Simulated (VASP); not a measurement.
# Si in VASP: notebook, part 2 of 2

VASP 6.6.1. The steps go on from the part before.

## Step 3: Single point, PBEsol (mode 4 frozen in at -0.088 Å and mode 7 at -0.113 Å (largest displacements))

Contents of INCAR:

```
ALGO = Normal
EDIFF = 1E-7
ENCUT = 520
GGA = PS
ISIF = 2
ISMEAR = 0
LASPH = T
LCHARG = F
LREAL = F
LWAVE = F
NBANDS = 26
NELM = 100
PREC = Accurate
SIGMA = 0.03
```

Contents of KPOINTS:

```
k-points
0
Gamma
  10 10 4
```

Contents of POSCAR:

```
Si
1.0
    0.0000000000      0.0000000000      3.8373624245
    3.3221878745     -3.3221878745     -1.9186812122
    6.6443757490      6.6443757490      0.0000000000
Si
8
Direct
   -0.0313416112      0.0000000000      0.1787304307
    0.4723427534      0.0000000000      0.6787304307
    0.4723427534      0.0000000000      0.3212695693
   -0.0313416112      0.0000000000      0.8212695693
    0.8277323417      0.6425391386      0.0000000000
    0.3738056547      0.6425391386      0.5000000000
    0.1851932031      0.3574608614      0.0000000000
    0.7312665161      0.3574608614      0.5000000000
```

Potentials or basis: VASP PAW PBE potentials, release 64 (Si).

The run is started by

```console
$ cat potpaw_PBE.64/Si/POTCAR > POTCAR
$ mpirun -np 1 vasp_std > vasp.out
```

OUTCAR:

```text
EDIFF = 1E-7
   ENCUT = 520
   GGA = PS
   ISIF = 2
   ISMEAR = 0
   LASPH = T
   LREAL = F
   NELM = 100
   PREC = Accurate

 ion  position               nearest neighbor table
   1  0.969  0.000  0.179-   3 2.33   3 2.35   5 2.38   7 2.38
   2  0.472  0.000  0.679-   4 2.33   4 2.35   6 2.39   8 2.39
   3  0.472  0.000  0.321-   1 2.33   1 2.35   6 2.39   8 2.39
   4  0.969  0.000  0.821-   2 2.33   2 2.35   5 2.38   7 2.38
   5  0.828  0.643  0.000-   7 2.34   7 2.34   1 2.38   4 2.38
   6  0.374  0.643  0.500-   8 2.34   8 2.34   2 2.39   3 2.39
   7  0.185  0.357  0.000-   5 2.34   5 2.34   4 2.38   1 2.38
   8  0.731  0.357  0.500-   6 2.34   6 2.34   3 2.39   2 2.39

  LATTYP: Found a base centered orthorhombic cell.
 ALAT       =     3.8373624245
 B/A-ratio  =     2.4487044116
 C/A-ratio  =     2.4487044116

  Lattice vectors:

 A1 = (  -3.3221878745,   3.3221878745,   1.9186812122)
 A2 = (   3.3221878745,  -3.3221878745,   1.9186812123)
 A3 = (   6.6443757490,   6.6443757490,   0.0000000000)

Analysis of symmetry for initial positions (statically):
=====================================================================
 Subroutine PRICEL returns:
 Original cell was already a primitive cell.

 Routine SETGRP: Setting up the symmetry group for a
 base centered orthorhombic supercell.

 Subroutine GETGRP returns: Found  4 space group operations
 (whereof  4 operations were pure point group operations)
 out of a pool of  8 trial point group operations.

The static configuration has the point symmetry C_2v.

Analysis of symmetry for dynamics (positions and initial velocities):
=====================================================================
 Subroutine PRICEL returns:
 Original cell was already a primitive cell.

 Routine SETGRP: Setting up the symmetry group for a
 base centered orthorhombic supercell.

[... 139 lines left out ...]
  Thomas-Fermi vector in A             =   2.066614
   LORBIT       =      0    0 simple, 1 ext, 2 COOP (PROOUT), +10 PAW based schemes
   GGA     = PS    functional components
   LHFCALC =     F    Hartree Fock is set to
   AEXX    =    0.0000 exact exchange contribution
   IVDW    =     0    specifies the selected vdW correction
   LEPSILON=     F    determine dielectric tensor
   LRPA    =     F    only Hartree local field effects (RPA)
 non-spin polarized calculation
 Gauss-broadening in eV      SIGMA  =   0.03
  energy-cutoff  :      520.00
  volume of cell :      169.41
 maximum number of plane-waves:      4613
 NGX is ok and might be reduce to    30
   NGX = 15   NGY = 19   NGZ = 35

 number of electron      32.0000002 magnetization

 Free energy of the ion-electron system (eV)
  ---------------------------------------------------
  ext. energy  EPLUGINS =         0.00000000
  ---------------------------------------------------
  free energy    TOTEN  =       -44.96402548 eV

  energy without entropy =      -44.96396760  energy(sigma->0) =      -44.96399654

 E-fermi :   5.5376     XC(G=0):  -9.2635

 val. band max:        5.5079330319   @ k =   0.0000   0.5000   0.0000
 cond. band min:       5.5766308552   @ k =  -0.3000   0.1000   0.0000
 fundamental gap:      0.0686978233
 Fermi energy:         5.5375576984

 k-point     1 :       0.0000    0.0000    0.0000
  band No.  band energies     occupation
      1      -6.6410      2.00000
      2      -5.6203      2.00000
      3      -4.7040      2.00000
      4      -2.4029      2.00000
      5      -0.1211      2.00000
      6      -0.1194      2.00000
[... 685 lines left out ...]
     25       9.5573      0.00000
     26       9.9199      0.00000

 [... further k-points ...]

------------------------ aborting loop because EDIFF is reached ----------------------------------------

  FORCE on cell =-STRESS in cart. coord.  units (eV):
  Direction    XX          YY          ZZ          XY          YZ          ZX
  --------------------------------------------------------------------------------------
  -------------------------------------------------------------------------------------
  Total       -0.5622006     -0.5622006     -0.1543155      0.0183084      0.0000000     -0.0000000
  in kB       -5.3169274     -5.3169274     -1.4594155      0.1731487      0.0000000     -0.0000000
  external PRESSURE =      -4.0310901 kB  Pullay stress =       0.0000000 kB

 VOLUME and BASIS-vectors are now :
 -----------------------------------------------------------------------------
  energy-cutoff  :      520.00
  volume of cell :      169.41
      direct lattice vectors                 reciprocal lattice vectors
     0.000000000  0.000000000  3.837362425     0.075251614 -0.075251614  0.260595662
     3.322187874 -3.322187874 -1.918681212     0.150503228 -0.150503228  0.000000000
     6.644375749  6.644375749  0.000000000     0.075251614  0.075251614  0.000000000

 POSITION                                       TOTAL-FORCE (eV/Angst)
 -----------------------------------------------------------------------------------
      1.18755      1.18755      3.71709        -0.043498     -0.043498      0.242007
      4.50974      4.50974      1.81255        -0.129695     -0.129695      0.237388
      2.13464      2.13464      1.81255         0.129695      0.129695      0.237388
      5.45682      5.45682      3.71709         0.043498      0.043498      0.242007
      2.13464     -2.13464      1.94348         0.031418     -0.031418     -0.090516
      5.45682      1.18755      0.20160         0.136129     -0.136129     -0.388880
      1.18755     -1.18755      0.02480        -0.031418      0.031418     -0.090516
      4.50974      2.13464      2.12028        -0.136129      0.136129     -0.388880
 -----------------------------------------------------------------------------------
    total drift:                               -0.000000      0.000000     -0.000104

  FREE ENERGIE OF THE ION-ELECTRON SYSTEM (eV)
  ---------------------------------------------------
  free  energy   TOTEN  =       -44.9640254825 eV

  energy  without entropy=      -44.9639676005  energy(sigma->0) =      -44.96399654
```

stdout:

```text
POSCAR found type information on POSCAR Si
 POSCAR found :  1 types and       8 ions
 scaLAPACK will be used
 -----------------------------------------------------------------------------
|                                                                             |
|                                                                             |
|     You enforced a specific xc type in the INCAR file but a different       |
|     I HOPE YOU KNOW WHAT YOU ARE DOING!                                     |
|                                                                             |
 -----------------------------------------------------------------------------

 LDA part: xc-table for (Slater+PW92), standard interpolation
 POSCAR, INCAR and KPOINTS ok, starting setup
 FFT: planning ... GRIDC
 FFT: planning ... GRID_SOFT
 FFT: planning ... GRID
 WAVECAR not read
 entering main loop
```

Run time: 4.2 min. Hardware: 1 thread of Intel Xeon 6975P-C (Granite Rapids), shared host; peak memory 0.45 GiB.

Results:

| Item | Value |
| --- | --- |
| Free energy | -44.9640 eV |
| Pressure | -0.4 GPa |
| Largest force | 0.434 eV/Å |
| Band gap on the k mesh | 0.07 eV |

Forces on the atoms (eV/Å):
```
Si  -0.043 -0.043  0.242
Si  -0.130 -0.130  0.237
Si   0.130  0.130  0.237
Si   0.043  0.043  0.242
Si   0.031 -0.031 -0.091
Si   0.136 -0.136 -0.389
Si  -0.031  0.031 -0.091
Si  -0.136  0.136 -0.389
```

Stress tensor (GPa, compression positive):
```
-0.53  0.02  0.00
 0.02 -0.53  0.00
 0.00  0.00 -0.15
```

Levels at points of the mesh, in eV from the valence-band top:
| k point | band 13 | band 14 | band 15 | band 16 | band 17 | band 18 | band 19 | band 20 |
| --- | --- | --- | --- | --- | --- | --- | --- | --- |
| (0.00, 0.00, 0.00) | -1.69 | -1.56 | -1.55 | -0.56 | 1.22 | 1.46 | 1.46 | 1.51 |
| (0.50, 0.00, 0.00) | -2.53 | -2.49 | -2.47 | -2.28 | 1.24 | 1.41 | 1.77 | 1.99 |
| (0.00, 0.50, 0.00) | -1.70 | -0.59 | -0.01 | 0.00 | 0.54 | 1.43 | 1.76 | 1.86 |
| (0.00, 0.00, 0.50) | -1.85 | -1.84 | -1.63 | -1.62 | 0.66 | 0.66 | 1.67 | 1.82 |
| (0.50, 0.00, 0.50) | -2.45 | -2.40 | -1.47 | -1.46 | 0.65 | 0.66 | 2.13 | 2.20 |
| (0.00, 0.50, 0.50) | -1.00 | -0.84 | -0.61 | -0.57 | 0.62 | 0.76 | 2.61 | 2.63 |

Caveat: the cell differs from its parent crystal (mode 4 frozen in at -0.088 Å and mode 7 at -0.113 Å (largest displacements)); the PAW data sets were made with another functional, which shifts forces and pressure a little.
